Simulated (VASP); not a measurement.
# W8O in VASP: single point with RPBE

Aim: the single point of W8O with RPBE.

Program: VASP 6.6.1. These are calculated values, not measurements. Logs are shortened: lines on timing, memory, paths and dates and some standing lists are left out, and cuts for length are marked.

## (1) The cell of the first run

The cell holds a slab with vacuum, 9 atoms: a = 5.537 Å, b = 2.768 Å, c = 25.781 Å, α = 90.00°, β = 90.00°, γ = 109.47°.

## (2) Single point, RPBE

INCAR

```
  PREC = Accurate
  ENCUT = 520
  EDIFF = 1E-6
  ISMEAR = 0
  SIGMA = 0.1
  LREAL = F
  LASPH = T
  NELM = 120
  ALGO = Normal
  ISIF = 2
  LWAVE = F
  LCHARG = F
  LDIPOL = T
  IDIPOL = 3
  DIPOL = 0.5 0.5 0.481
  GGA = RP
  NBANDS = 69
  GGA_COMPAT = F
  NELMDL = -8
```

KPOINTS

```
regular mesh
0
Gamma
  6 11 1
```

POSCAR

```
W8O
1.0
    5.5366027616      0.0000000000      0.0000000000
   -0.9227671269      2.6099795717      0.0000000000
    0.0000000000      0.0000000000     25.7809258372
W O
8 1
Direct
    0.2500000000      0.5000000000      0.3297011153
    0.7500000000      0.5000000000      0.3297011153
    0.5000000000      0.0000000000      0.4173747941
    0.0000000000      0.0000000000      0.4173747941
    0.7500000000      0.5000000000      0.5062898876
    0.2500000000      0.5000000000      0.5041939947
    0.0133028890     -0.0008254933      0.5922761775
    0.4866971110      0.0008254933      0.5922761775
    0.7500000000      0.5000000000      0.6380088340
```

Potentials or basis: VASP PAW PBE potentials, release 64 (W_sv, O).

On the command line:

```console
$ cat potpaw_PBE.64/W_sv/POTCAR potpaw_PBE.64/O/POTCAR > POTCAR
$ mpirun -np 1 vasp_std > vasp.out
```

OUTCAR:

```text
PREC = Accurate
   ENCUT = 520
   EDIFF = 1E-6
   ISMEAR = 0
   LREAL = F
   LASPH = T
   NELM = 120
   ISIF = 2
   GGA = RP
   NELMDL = -8

 ion  position               nearest neighbor table
   1  0.250  0.500  0.330-   3 2.77   4 2.77   2 2.77   2 2.77   4 3.20   3 3.20   2 3.20   2 3.20

   2  0.750  0.500  0.330-   4 2.77   3 2.77   1 2.77   1 2.77   4 3.20   3 3.20   1 3.20   1 3.20

   3  0.500  0.000  0.417-   6 2.75   1 2.77   2 2.77   4 2.77   4 2.77   5 2.79   6 3.18   1 3.20
                             2 3.20   4 3.20   4 3.20   5 3.22
   4  0.000  0.000  0.417-   6 2.75   1 2.77   2 2.77   3 2.77   3 2.77   5 2.79   6 3.18   2 3.20
                             1 3.20   3 3.20   3 3.20   5 3.22
   5  0.750  0.500  0.506-   7 2.76   8 2.76   6 2.77   6 2.77   3 2.79   4 2.79   6 3.20   6 3.20
                             8 3.21   7 3.21   4 3.22   3 3.22
   6  0.250  0.500  0.504-   3 2.75   4 2.75   8 2.75   7 2.75   5 2.77   5 2.77   8 3.16   7 3.16
                             3 3.18   4 3.18   5 3.20   5 3.20
   7  0.013  0.999  0.592-   9 2.02   9 2.60   8 2.62   6 2.75   5 2.76   8 2.92   8 3.12   6 3.16
                             5 3.21   8 3.28
   8  0.487  0.001  0.592-   9 2.02   9 2.60   7 2.62   6 2.75   5 2.76   7 2.92   7 3.12   6 3.16
                             5 3.21   7 3.28
   9  0.750  0.500  0.638-   7 2.02   8 2.02   8 2.60   7 2.60

  Warning from LATTYP: Monoclinic adjustment (A1->A3, A2->A1, A3->A2)!
  Warning from LATTYP: Got some problem with cell dimensions!
  Tried to take original basis but could not verify dimensions!
  LATTYP: Found a simple monoclinic cell.
 ALAT       =     2.7683013808
 B/A-ratio  =     9.3129043014
 C/A-ratio  =     1.9148542155
 COS(beta)  =    -0.1740776560

  Lattice vectors:

 A1 = (  -0.9227671269,   2.6099795717,   0.0000000000)
 A2 = (   0.0000000000,   0.0000000000, -25.7809258372)
 A3 = (  -4.6138356347,  -2.6099795717,   0.0000000000)

Analysis of symmetry for initial positions (statically):
=====================================================================
 Subroutine PRICEL returns:
 Original cell was already a primitive cell.

 Routine SETGRP: Setting up the symmetry group for a
 simple monoclinic supercell.

 Subroutine GETGRP returns: Found  2 space group operations
 (whereof  1 operations were pure point group operations)
 out of a pool of  4 trial point group operations.

The static configuration has the point symmetry C_1 .
 The point group associated with its full space group is C_2 .

Analysis of symmetry for dynamics (positions and initial velocities):
=====================================================================
 Subroutine PRICEL returns:
[... 142 lines left out ...]
   IMIX   =      4    mixing-type and parameters
     AMIX     =   0.40;   BMIX     =  1.00
     AMIX_MAG =   1.60;   BMIX_MAG =  1.00
  volume/ion in A,a.u.               =      41.39       279.34
  Fermi-wavevector in a.u.,A,eV,Ry     =   1.115944  2.108829 16.943765  1.245332
  Thomas-Fermi vector in A             =   2.252554
   LORBIT       =      0    0 simple, 1 ext, 2 COOP (PROOUT), +10 PAW based schemes
   GGA     = RP    functional components
   LHFCALC =     F    Hartree Fock is set to
   AEXX    =    0.0000 exact exchange contribution
   IVDW    =     0    specifies the selected vdW correction
   LEPSILON=     F    determine dielectric tensor
   LRPA    =     F    only Hartree local field effects (RPA)
 non-spin polarized calculation
 Gauss-broadening in eV      SIGMA  =   0.10
  energy-cutoff  :      520.00
  volume of cell :      372.55
 maximum number of plane-waves:     10099
 NGX is ok and might be reduce to    42
   NGX = 21   NGY = 11   NGZ = 95

 dipolmoment           0.000000      0.000000     -0.000007 electrons x Angstroem

 number of electron     118.0000001 magnetization

 dipolmoment           0.000000      0.000000      0.002478 electrons x Angstroem

 Free energy of the ion-electron system (eV)
  ---------------------------------------------------
  ext. energy  EPLUGINS =         0.00000000
  ---------------------------------------------------
  free energy    TOTEN  =      -101.78984802 eV

  energy without entropy =     -101.76740813  energy(sigma->0) =     -101.77862808

 E-fermi :   1.0419     XC(G=0):  -5.6643

 val. band max:        1.0276418446   @ k =   0.3333   0.2727   0.0000
 cond. band min:       1.0827728160   @ k =   0.3333   0.4545   0.0000
 fundamental gap:      0.0551309715
 Fermi energy:         1.0419053872

 k-point     1 :       0.0000    0.0000    0.0000
  band No.  band energies     occupation
      1     -73.6114      2.00000
      2     -73.5385      2.00000
      3     -73.2361      2.00000
      4     -73.1879      2.00000
      5     -73.1406      2.00000
      6     -73.1224      2.00000
[... 1717 lines left out ...]
     68       3.5893      0.00000
     69       3.6966      0.00000

 [... further k-points ...]

------------------------ aborting loop because EDIFF is reached ----------------------------------------

 vacuum level on the upper side and lower side of the slab       (xc-potential included)        -0.128        -0.141

  FORCE on cell =-STRESS in cart. coord.  units (eV):
  Direction    XX          YY          ZZ          XY          YZ          ZX
  --------------------------------------------------------------------------------------
  -------------------------------------------------------------------------------------
  Total       -7.3505402     -6.7037239     -2.6749528     -1.1928107      0.0000000      0.0000000
  in kB      -31.6119189    -28.8302041    -11.5039696     -5.1298316      0.0000000      0.0000000
  external PRESSURE =     -23.9820309 kB  Pullay stress =       0.0000000 kB

 VOLUME and BASIS-vectors are now :
 -----------------------------------------------------------------------------
  energy-cutoff  :      520.00
  volume of cell :      372.55
      direct lattice vectors                 reciprocal lattice vectors
     5.536602762  0.000000000  0.000000000     0.180616173  0.063857460  0.000000000
    -0.922767127  2.609979572  0.000000000     0.000000000  0.383144761  0.000000000
     0.000000000  0.000000000 25.780925837     0.000000000  0.000000000  0.038788366

 POSITION                                       TOTAL-FORCE (eV/Angst)
 -----------------------------------------------------------------------------------
      0.92277      1.30499      8.50000         0.000000      0.000000      0.739570
      3.69107      1.30499      8.50000         0.000000      0.000000      0.575647
      2.76830      0.00000     10.76031         0.137551     -0.090087     -0.687163
      0.00000      0.00000     10.76031        -0.137551      0.090087     -0.687163
      3.69107      1.30499     13.05262         0.000000      0.000000     -0.003282
      0.92277      1.30499     12.99859         0.000000      0.000000      0.010144
     -0.84835      2.60783     15.26943         0.054860      0.073306     -0.046099
      2.69389      0.00215     15.26943        -0.054860     -0.073306     -0.046099
      3.69107      1.30499     16.44846        -0.000000      0.000000      0.144446
 -----------------------------------------------------------------------------------
    total drift:                               -0.000000      0.000000      0.000378

  FREE ENERGIE OF THE ION-ELECTRON SYSTEM (eV)
  ---------------------------------------------------
  free  energy   TOTEN  =      -101.7898480216 eV

  energy  without entropy=     -101.7674081328  energy(sigma->0) =     -101.77862808

 vacuum level on the upper side and lower side of the slab         5.795         5.783
```

OSZICAR:

```text
N       E                     dE             d eps       ncg     rms          rms(c)
DAV:   1     0.151314147429E+04    0.15131E+04   -0.73643E+04  5852   0.165E+03
DAV:   2    -0.287844090682E+02   -0.15419E+04   -0.15174E+04  5302   0.518E+02
DAV:   3    -0.105593849234E+03   -0.76809E+02   -0.74835E+02  5787   0.113E+02
[... 25 lines left out ...]
DAV:  29    -0.101789842636E+03   -0.41071E-05   -0.23842E-07  3011   0.200E-03    0.665E-04
DAV:  30    -0.101789844592E+03   -0.19557E-05   -0.15402E-07  2990   0.964E-04    0.514E-04
DAV:  31    -0.101789845992E+03   -0.14000E-05   -0.79072E-08  2926   0.812E-04    0.383E-04
DAV:  32    -0.101789847050E+03   -0.10580E-05   -0.28858E-08  2834   0.495E-04    0.302E-04
DAV:  33    -0.101789848022E+03   -0.97204E-06   -0.34008E-08  2835   0.495E-04
   1 F= -.10178985E+03 E0= -.10177863E+03  d E =-.224399E-01
```

Wall time 53 min (1 thread of Oxide Virtual Turin-like, shared host); peak memory 0.82 GiB.

Results:

```
Free energy            : -101.7898 eV
Largest force          : 0.740 eV/Å
Band gap on the k mesh : zero (bands 59 and 60 overlap by 1.57 eV)
```

Forces on the atoms (eV/Å):
```
W    0.000  0.000  0.740
W    0.000  0.000  0.576
W    0.138 -0.090 -0.687
W   -0.138  0.090 -0.687
W    0.000  0.000 -0.003
W    0.000  0.000  0.010
W    0.055  0.073 -0.046
W   -0.055 -0.073 -0.046
O    0.000  0.000  0.144
```

Caveat: the PAW data sets were made with another functional, which shifts forces and pressure a little; spin-orbit coupling is left out, which moves the levels of the heavy elements.

The gap in the log of VASP goes by the Fermi energy; the results here count the filled bands.